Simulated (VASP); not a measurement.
Runs of VASP 6.6.1 on ZnO (zincite). The structure is that of space group P6_3mc (No. 186), or close to it. The cells are those of the table. 

```csv
cell,gap on the mesh (eV),pressure (GPa),largest force (eV/Å)
"a = 3.334, b = 3.334, c = 5.341 Å, angles 90.0, 90.0, 120.0°, 4 atoms",0.67,-4.1,(a)
"a = 3.205, b = 3.205, c = 5.135 Å, angles 90.0, 90.0, 120.0°, 4 atoms",0.85,12.9,0.09
"a = 3.292, b = 3.292, c = 5.274 Å, angles 90.0, 90.0, 120.0°, 4 atoms",0.73,0.4,0.06
"a = 3.114, b = 3.114, c = 4.989 Å, angles 90.0, 90.0, 120.0°, 4 atoms",0.97,32.0,0.13
"a = 3.374, b = 3.374, c = 5.406 Å, angles 90.0, 90.0, 120.0°, 4 atoms",0.62,-7.8,0.04
"a = 3.160, b = 3.160, c = 5.063 Å, angles 90.0, 90.0, 120.0°, 4 atoms",0.91,21.4,0.11
"a = 3.249, b = 3.249, c = 5.206 Å, angles 90.0, 90.0, 120.0°, 4 atoms",0.79,(b),0.07
```

Alike in all rows: task single point; level PBE; potentials or basis VASP PAW PBE potentials, release 64 (Zn, O); no spin polarisation; k mesh 7 × 7 × 4; cutoff (eV) 520; smearing gaussian 0.01 eV.

Fill in the values left out.

(a) 0.05; (b) 6.0.

